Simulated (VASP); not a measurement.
# SnSe (Pnma) in VASP: a series of runs

Aim: see how the results for SnSe move with the level of theory and the settings. Levels: PBE exchange alone, RPBE+D3(BJ), PBE, LDA. Tasks: single point, relaxation of cell and atoms.

Everything below comes from runs of VASP 6.6.1. Logs are shortened: lines on timing, memory, paths and dates and some standing lists are left out, and cuts for length are marked.

**1. The cell of the first run**

Symmetry: Pnma, No. 62, orthorhombic system. Conventional cell: a = 11.644 Å, b = 4.272 Å, c = 4.547 Å, α = 90.00°, β = 90.00°, γ = 90.00°. Within 3.7 Å of Sn (site symmetry m) lie 6 Se at 2.75 to 3.58 Å and 2 Sn at 3.67 Å. Se (site symmetry m) has 6 Sn at 2.75 to 3.58 Å within 3.6 Å.

**2. Single point, PBE exchange alone**

Input file INCAR:

```
PREC = Accurate ; ENCUT = 520
EDIFF = 1E-7 ; ISMEAR = -1
SIGMA = 0.05 ; LREAL = F
LASPH = T ; NELM = 60
ALGO = Normal ; ISIF = 2
LWAVE = F ; LCHARG = F
GGA = PE ; ALDAC = 0.0
AGGAC = 0.0 ; NBANDS = 50
```

Input file KPOINTS:

```
Automatic mesh
0
Gamma
  3 6 6
```

Input file POSCAR:

```
SnSe
1.0
   11.6439784321      0.0000000000      0.0000000000
    0.0000000000      4.2721777259      0.0000000000
    0.0000000000      0.0000000000      4.5474731880
Sn Se
4 4
Direct
    0.8770000000      0.7500000000      0.9090000000
    0.6230000000      0.2500000000      0.4090000000
    0.3770000000      0.7500000000      0.5910000000
    0.1230000000      0.2500000000      0.0910000000
    0.6430000000      0.7500000000      0.9840000000
    0.8570000000      0.2500000000      0.4840000000
    0.1430000000      0.7500000000      0.5160000000
    0.3570000000      0.2500000000      0.0160000000
```

Potentials or basis: VASP PAW PBE potentials, release 64 (Sn_d, Se).

Command:

```
cat potpaw_PBE.64/Sn_d/POTCAR potpaw_PBE.64/Se/POTCAR > POTCAR
mpirun -np 1 vasp_std > vasp.out
```

OUTCAR:

```text
PREC = Accurate
   ENCUT = 520
   EDIFF = 1E-7
   ISMEAR = -1
   LREAL = F
   LASPH = T
   NELM = 60
   ISIF = 2
   GGA = PE

 ion  position               nearest neighbor table
   1  0.877  0.750  0.909-   5 2.75   6 2.89   6 2.89   4 3.67   4 3.67
   2  0.623  0.250  0.409-   6 2.75   5 2.89   5 2.89   3 3.67   3 3.67
   3  0.377  0.750  0.591-   7 2.75   8 2.89   8 2.89   2 3.67   2 3.67
   4  0.123  0.250  0.091-   8 2.75   7 2.89   7 2.89   1 3.67   1 3.67
   5  0.643  0.750  0.984-   1 2.75   2 2.89   2 2.89
   6  0.857  0.250  0.484-   2 2.75   1 2.89   1 2.89
   7  0.143  0.750  0.516-   3 2.75   4 2.89   4 2.89
   8  0.357  0.250  0.016-   4 2.75   3 2.89   3 2.89

  LATTYP: Found a simple orthorhombic cell.
 ALAT       =     4.2721777259
 B/A-ratio  =     1.0644391408
 C/A-ratio  =     2.7255369929

  Lattice vectors:

 A1 = (   0.0000000000,   4.2721777259,   0.0000000000)
 A2 = (   0.0000000000,   0.0000000000,   4.5474731880)
 A3 = (  11.6439784321,   0.0000000000,   0.0000000000)

Analysis of symmetry for initial positions (statically):
=====================================================================
 Subroutine PRICEL returns:
 Original cell was already a primitive cell.

 Routine SETGRP: Setting up the symmetry group for a
 simple orthorhombic supercell.

 Subroutine GETGRP returns: Found  8 space group operations
 (whereof  2 operations were pure point group operations)
 out of a pool of  8 trial point group operations.

The static configuration has the point symmetry S_2 .
 The point group associated with its full space group is D_2h.

Analysis of symmetry for dynamics (positions and initial velocities):
=====================================================================
 Subroutine PRICEL returns:
 Original cell was already a primitive cell.

 Routine SETGRP: Setting up the symmetry group for a
 simple orthorhombic supercell.

 Subroutine GETGRP returns: Found  8 space group operations
 (whereof  2 operations were pure point group operations)
 out of a pool of  8 trial point group operations.

The dynamic configuration has the point symmetry S_2 .
 The point group associated with its full space group is D_2h.

 Subroutine INISYM returns: Found  8 space group operations
 (whereof  2 operations are pure point group operations),
 and found     1 'primitive' translations

----------------------------------------------------------------------------------------

                                     Primitive cell

  volume of cell :     226.2147

  direct lattice vectors                    reciprocal lattice vectors
    11.643978432  0.000000000  0.000000000     0.085881300  0.000000000  0.000000000
     0.000000000  4.272177726  0.000000000     0.000000000  0.234072659  0.000000000
     0.000000000  0.000000000  4.547473188     0.000000000  0.000000000  0.219902341

  length of vectors
    11.643978432  4.272177726  4.547473188     0.085881300  0.234072659  0.219902341

  position of ions in fractional coordinates (direct lattice)
     0.877000000  0.750000000  0.909000000
     0.623000000  0.250000000  0.409000000
     0.377000000  0.750000000  0.591000000
     0.123000000  0.250000000  0.091000000
     0.643000000  0.750000000  0.984000000
     0.857000000  0.250000000  0.484000000
     0.143000000  0.750000000  0.516000000
     0.357000000  0.250000000  0.016000000

  ion indices of the primitive-cell ions
   primitive index   ion index
                 1           1
                 2           2
                 3           3
                 4           4
                 5           5
                 6           6
                 7           7
                 8           8

----------------------------------------------------------------------------------------

 KPOINTS: Automatic mesh

Automatic generation of k-mesh.
 Grid dimensions read from file:
 generate k-points for:    3    6    6

 Generating k-lattice:

  Cartesian coordinates                     Fractional coordinates (reciprocal lattice)
     0.028627100  0.000000000  0.000000000     0.333333333  0.000000000  0.000000000
     0.000000000  0.039012110  0.000000000     0.000000000  0.166666667  0.000000000
     0.000000000  0.000000000  0.036650390     0.000000000  0.000000000  0.166666667

  Length of vectors
     0.028627100  0.039012110  0.036650390

  Shift w.r.t. Gamma in fractional coordinates (k-lattice)
     0.000000000  0.000000000  0.000000000

 Subroutine IBZKPT returns following result:
 ===========================================

 Found     32 irreducible k-points:

 Following reciprocal coordinates:
            Coordinates               Weight
  0.000000  0.000000  0.000000      1.000000
  0.333333  0.000000  0.000000      2.000000
  0.000000  0.166667  0.000000      2.000000
  0.333333  0.166667  0.000000      4.000000
  0.000000  0.333333  0.000000      2.000000
  0.333333  0.333333  0.000000      4.000000
[... 16 lines left out ...]
  0.000000  0.500000  0.333333      2.000000
  0.333333  0.500000  0.333333      4.000000
 [... further k-points ...]
   k-points           NKPTS =     32   k-points in BZ     NKDIM =     32   number of bands    NBANDS=     50
   number of dos      NEDOS =    301   number of ions     NIONS =      8
   total plane-waves  NPLWV = 103680
   dimension x,y,z NGX =    90 NGY =   32 NGZ =   36
   dimension x,y,z NGXF=   180 NGYF=   64 NGZF=   72
   ions per type =               4   4
   NGX,Y,Z   is equivalent  to a cutoff of  12.85, 12.45, 13.16 a.u.
   NGXF,Y,Z  is equivalent  to a cutoff of  25.70, 24.90, 26.32 a.u.
 SYSTEM =  unknown system
   PREC   = accura    normal or accurate (medium, high low for compatibility)
   ISTART =      0    job   : 0-new  1-cont  2-samecut
   ICHARG =      2    charge: 1-file 2-atom 10-const
   ISPIN  =      1    spin polarized calculation?
   LNONCOLLINEAR =      F non collinear calculations
   LSORBIT =      F    spin-orbit coupling
   LASPH  =      T    aspherical Exc in radial PAW
   ENCUT  =  520.0 eV  38.22 Ry    6.18 a.u.  21.65  7.94  8.46*2*pi/ulx,y,z
   NELM   =     60;   NELMIN=  2; NELMDL= -5     # of ELM steps
   EDIFF  = 0.1E-06   stopping-criterion for ELM
   LREAL  =      F    real-space projection
   EDIFFG = 0.1E-05   stopping-criterion for IOM
   NSW    =      0    number of steps for IOM
   IBRION =     -1    ionic relax: 0-MD 1-quasi-New 2-CG
   NFREE  =      0    steps in history (QN), initial steepest desc. (CG)
   ISIF   =      2    stress and relaxation
   ISYM   =      2    0-nonsym 1-usesym 2-fastsym
   POTIM  = 0.5000    time-step for ionic-motion
   TEBEG  =    0.0;   TEEND  =   0.0 temperature during run
   PSTRESS=    0.0 pullay stress
   NELECT =      80.0000    total number of electrons
   NUPDOWN=      -1.0000    fix difference up-down
   EMIN   =  10.00;   EMAX   =-10.00  energy-range for DOS
   EFERMI =   0.00;   METHOD = LEGACY
   ISMEAR =    -1;   SIGMA  =   0.05  broadening in eV -4-tet -1-fermi 0-gaus
   EFERMI_NEDOS =   21; number of points for ismear=-14 and -15
   IALGO  =     38    algorithm
   IMIX   =      4    mixing-type and parameters
     AMIX     =   0.40;   BMIX     =  1.00
     AMIX_MAG =   1.60;   BMIX_MAG =  1.00
  volume/ion in A,a.u.               =      28.28       190.82
  Fermi-wavevector in a.u.,A,eV,Ry     =   1.157705  2.187745 18.235626  1.340281
  Thomas-Fermi vector in A             =   2.294314
   LORBIT       =      0    0 simple, 1 ext, 2 COOP (PROOUT), +10 PAW based schemes
   GGA     = PE    functional components
   LHFCALC =     F    Hartree Fock is set to
   AEXX    =    0.0000 exact exchange contribution
   IVDW    =     0    specifies the selected vdW correction
   LEPSILON=     F    determine dielectric tensor
   LRPA    =     F    only Hartree local field effects (RPA)
 non-spin polarized calculation
  energy-cutoff  :      520.00
  volume of cell :      226.21
 maximum number of plane-waves:      6124
 NGX is ok and might be reduce to    90
   NGX = 43   NGY = 15   NGZ = 17

 number of electron      79.9999995 magnetization

 Free energy of the ion-electron system (eV)
  ---------------------------------------------------
  ext. energy  EPLUGINS =         0.00000000
  ---------------------------------------------------
  free energy    TOTEN  =       -23.08928688 eV

  energy without entropy =      -23.08926109  energy(sigma->0) =      -23.08927399

 E-fermi :   6.5658     XC(G=0):  -7.8076

 val. band max:        6.2065175394   @ k =   0.0000   0.0000   0.3333
 cond. band min:       6.9209471940   @ k =   0.0000   0.3333   0.0000
 fundamental gap:      0.7144296546
 Fermi energy:         6.5657565916

 k-point     1 :       0.0000    0.0000    0.0000
  band No.  band energies     occupation
      1     -14.8429      2.00000
      2     -14.8387      2.00000
      3     -14.8355      2.00000
      4     -14.8353      2.00000
      5     -14.8343      2.00000
      6     -14.8314      2.00000
[... 42 lines left out ...]
     49      10.6726      0.00000
     50      10.8365      0.00000

 k-point     2 :       0.3333    0.0000    0.0000
  band No.  band energies     occupation
      1     -14.8417      2.00000
      2     -14.8394      2.00000
      3     -14.8355      2.00000
      4     -14.8350      2.00000
      5     -14.8348      2.00000
      6     -14.8335      2.00000
[... 42 lines left out ...]
     49      11.1080      0.00000
     50      11.1432      0.00000

 k-point     3 :       0.0000    0.1667    0.0000
  band No.  band energies     occupation
      1     -14.8391      2.00000
      2     -14.8371      2.00000
      3     -14.8366      2.00000
      4     -14.8340      2.00000
      5     -14.8337      2.00000
      6     -14.8321      2.00000
[... 42 lines left out ...]
     49      10.8235      0.00000
     50      11.0342      0.00000

 k-point     4 :       0.3333    0.1667    0.0000
  band No.  band energies     occupation
      1     -14.8384      2.00000
      2     -14.8371      2.00000
      3     -14.8366      2.00000
      4     -14.8354      2.00000
      5     -14.8329      2.00000
      6     -14.8325      2.00000
[... 999 lines left out ...]
 k-point    23 :       0.0000    0.5000    0.3333
  band No.  band energies     occupation
      1     -14.8487      2.00000
      2     -14.8487      2.00000
      3     -14.8454      2.00000
      4     -14.8454      2.00000
      5     -14.8239      2.00000
      6     -14.8239      2.00000
[... 42 lines left out ...]
     49      10.9574      0.00000
     50      10.9574      0.00000

 k-point    24 :       0.3333    0.5000    0.3333
  band No.  band energies     occupation
      1     -14.8479      2.00000
      2     -14.8479      2.00000
      3     -14.8462      2.00000
      4     -14.8462      2.00000
      5     -14.8234      2.00000
      6     -14.8234      2.00000
[... 42 lines left out ...]
     49      11.3925      0.00000
     50      11.4136      0.00000

 [... further k-points ...]

------------------------ aborting loop because EDIFF is reached ----------------------------------------

  FORCE on cell =-STRESS in cart. coord.  units (eV):
  Direction    XX          YY          ZZ          XY          YZ          ZX
  --------------------------------------------------------------------------------------
  -------------------------------------------------------------------------------------
  Total       14.2347366     10.7897900     10.3758040      0.0000000      0.0000000      0.0000000
  in kB      100.8182531     76.4192414     73.4871646      0.0000000      0.0000000      0.0000000
  external PRESSURE =      83.5748864 kB  Pullay stress =       0.0000000 kB

 VOLUME and BASIS-vectors are now :
 -----------------------------------------------------------------------------
  energy-cutoff  :      520.00
  volume of cell :      226.21
      direct lattice vectors                 reciprocal lattice vectors
    11.643978432  0.000000000  0.000000000     0.085881300  0.000000000  0.000000000
     0.000000000  4.272177726  0.000000000     0.000000000  0.234072659  0.000000000
     0.000000000  0.000000000  4.547473188     0.000000000  0.000000000  0.219902341

 POSITION                                       TOTAL-FORCE (eV/Angst)
 -----------------------------------------------------------------------------------
     10.21177      3.20413      4.13365         0.266885     -0.000000     -0.040764
      7.25420      1.06804      1.85992        -0.266885     -0.000000     -0.040764
      4.38978      3.20413      2.68756         0.266885      0.000000      0.040764
      1.43221      1.06804      0.41382        -0.266885     -0.000000      0.040764
      7.48708      3.20413      4.47471        -0.249211     -0.000000      0.031531
      9.97889      1.06804      2.20098         0.249211     -0.000000      0.031531
      1.66509      3.20413      2.34650        -0.249211     -0.000000     -0.031531
      4.15690      1.06804      0.07276         0.249211     -0.000000     -0.031531
 -----------------------------------------------------------------------------------
    total drift:                                0.000000     -0.000000      0.000000

  FREE ENERGIE OF THE ION-ELECTRON SYSTEM (eV)
  ---------------------------------------------------
  free  energy   TOTEN  =       -23.0892868847 eV

  energy  without entropy=      -23.0892610868  energy(sigma->0) =      -23.08927399
```

It took 5.8 min on 1 thread of AMD EPYC 7R13, shared host; peak memory 0.43 GiB.

What came out:

| Quantity | Value |
| --- | --- |
| Free energy | -23.0893 eV |
| Pressure | 8.4 GPa |
| Largest force | 0.270 eV/Å |
| Band gap on the k mesh | 0.71 eV (least direct gap 0.90 eV) |

Forces in eV/Å, atoms in the order of the input:
```
Sn   0.267  0.000 -0.041
Sn  -0.267  0.000 -0.041
Sn   0.267  0.000  0.041
Sn  -0.267  0.000  0.041
Se  -0.249  0.000  0.032
Se   0.249  0.000  0.032
Se  -0.249  0.000 -0.032
Se   0.249  0.000 -0.032
```

Caveat: the cell stands under pressure; semilocal functionals underestimate gaps, and a narrow one can read as zero; spin-orbit coupling is left out, which moves the levels of the heavy elements.

**3. Single point, RPBE+D3(BJ)**

This run uses another cell than the first one, of 25.61 Å³/atom.

Input file INCAR:

```
SYSTEM = SnSe
ALGO = Normal ; EDIFF = 1E-6
ENCUT = 520 ; GGA = RP
ISIF = 2 ; ISMEAR = -1
IVDW = 12 ; LASPH = .TRUE.
LCHARG = .TRUE. ; LELF = .TRUE.
LREAL = .FALSE. ; LVHAR = .TRUE.
LWAVE = .FALSE. ; NBANDS = 50
NELM = 60 ; PREC = Accurate
SIGMA = 0.05
```

Input file KPOINTS:

```
k-points
0
G
  3 6 6
  0 0 0
```

Changes to POSCAR since step 2:

```diff
@@ -2,5 +2,5 @@
 1.0
-   11.6439784321      0.0000000000      0.0000000000
-    0.0000000000      4.2721777259      0.0000000000
-    0.0000000000      0.0000000000      4.5474731880
+   11.2656567555      0.0000000000      0.0000000000
+    0.0000000000      4.1333714366      0.0000000000
+    0.0000000000      0.0000000000      4.3997223406
 Sn Se
```

Potentials or basis: VASP PAW PBE potentials, release 64 (Sn_d, Se).

Command:

```
cat potpaw_PBE.64/Sn_d/POTCAR potpaw_PBE.64/Se/POTCAR > POTCAR
mpirun -np 1 vasp_std > vasp.out
```

Run time: 8.7 min. Hardware: 1 thread of Intel Xeon 8259CL, shared host; peak memory 0.45 GiB.

The run converged. Its results:

| Item | Value |
| --- | --- |
| Free energy | -42.8563 eV |
| Pressure | -8.2 GPa |
| Largest force | 0.685 eV/Å |
| Band gap on the k mesh | 0.57 eV (least direct gap 0.73 eV) |
| Dispersion energy per atom | -1.654 eV |

Forces on the atoms (eV/Å):
```
Sn   0.648  0.000  0.223
Sn  -0.648  0.000  0.223
Sn   0.648  0.000 -0.223
Sn  -0.648  0.000 -0.223
Se  -0.467  0.000 -0.201
Se   0.467  0.000 -0.201
Se  -0.467  0.000  0.201
Se   0.467  0.000  0.201
```

Stress tensor (GPa, compression positive):
```
-5.60  0.00  0.00
 0.00 -9.33  0.00
 0.00  0.00 -9.55
```

Levels at points of the mesh, in eV from the valence-band top:
| k point | band 38 | band 39 | band 40 | band 41 | band 42 | band 43 |
| --- | --- | --- | --- | --- | --- | --- |
| (0.00, 0.00, 0.00) | -1.25 | -0.87 | -0.62 | 0.73 | 2.94 | 2.95 |
| (0.00, 0.50, 0.00) | -1.09 | -0.80 | -0.80 | 0.84 | 0.84 | 1.51 |
| (0.00, 0.00, 0.50) | -0.84 | -0.31 | -0.31 | 1.27 | 1.27 | 1.53 |
| (0.00, 0.50, 0.50) | -2.42 | -1.65 | -1.65 | 2.90 | 2.90 | 3.15 |

Caveat: the cell stands under tension; the dispersion term is far too large for a dense solid, which distorts pressure and volume; semilocal functionals underestimate gaps, and a narrow one can read as zero; the PAW data sets were made with another functional, which shifts forces and pressure a little; spin-orbit coupling is left out, which moves the levels of the heavy elements. A k mesh can miss the band edges.

**4. Single point, PBE exchange alone**

This run uses another cell than the first one, of 25.61 Å³/atom.

Input file INCAR:

```
  AGGAC = 0.0
  ALDAC = 0.0
  ALGO = Normal
  EDIFF = 1E-6
  ENCUT = 520
  GGA = PE
  ISIF = 2
  ISMEAR = -1
  LASPH = True
  LCHARG = False
  LREAL = False
  LWAVE = False
  NBANDS = 50
  NELM = 100
  PREC = Accurate
  SIGMA = 0.05
```

Input file KPOINTS:

```
k-points
0
Gamma
  3 6 6
```

POSCAR is that of step 3.

Command:

```
cat potpaw_PBE.64/Sn_d/POTCAR potpaw_PBE.64/Se/POTCAR > POTCAR
mpirun -np 1 vasp_std > vasp.out
```

Wall time 7.6 min (1 thread of Intel Xeon 8259CL, shared host); peak memory 0.44 GiB.

The run converged. Its results:

* Free energy: -21.5192 eV
* Pressure: 15.7 GPa
* Largest force: 0.875 eV/Å
* Band gap on the k mesh: 0.65 eV (least direct gap 0.82 eV)

Forces on the atoms (eV/Å):
```
Sn   0.843  0.000  0.233
Sn  -0.843  0.000  0.233
Sn   0.843  0.000 -0.233
Sn  -0.843  0.000 -0.233
Se  -0.662  0.000 -0.199
Se   0.662  0.000 -0.199
Se  -0.662  0.000  0.199
Se   0.662  0.000  0.199
```

Stress tensor (GPa, compression positive):
```
18.20  0.00  0.00
 0.00 14.61  0.00
 0.00  0.00 14.22
```

Levels at points of the mesh, in eV from the valence-band top:
```
           k point  band 38  band 39  band 40  band 41  band 42  band 43
(0.00, 0.00, 0.00)    -1.24    -0.83    -0.60     0.81     3.06     3.17
(0.00, 0.50, 0.00)    -1.04    -0.78    -0.78     0.97     0.97     1.54
(0.00, 0.00, 0.50)    -0.77    -0.30    -0.30     1.32     1.32     1.57
(0.00, 0.50, 0.50)    -2.36    -1.59    -1.59     2.94     2.94     3.21
```

Caveat: the cell stands under pressure; semilocal functionals underestimate gaps, and a narrow one can read as zero; spin-orbit coupling is left out, which moves the levels of the heavy elements. A k mesh can miss the band edges.

(Continued in part 2 of 2.)
